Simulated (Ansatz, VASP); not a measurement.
Cu: VASP beside Ansatz

```
Cu
1.0
     0.00000    1.80145    1.80145
     1.80145    0.00000    1.80145
     1.80145    1.80145    0.00000
Cu
1
Direct
  0.00000 0.00000 0.00000
```

Change from the starting cell: volume scaled by 0.99, crystal datasets.

Alike in both runs: task electric field gradients; functional PBEsol; k mesh 19 × 19 × 19; occupations fermi-dirac, width 0.08 eV; no spin polarisation.

|  | VASP | Ansatz |
| --- | --- | --- |
| version | VASP 6.6.1 | Ansatz 0.2.0 |
| potentials or method | VASP PAW PBE potentials, release 64 (Cu), cutoff 520 eV | all-electron PAW with datasets made for the crystal, scalar-relativistic |

```csv
,VASP,Ansatz,Ansatz less VASP
pressure (GPa),-4.5,-5.2,-0.69
```

VASP's potentials were made for PBE, not for PBEsol. Ansatz ran all-electron here, and VASP with PAW potentials.
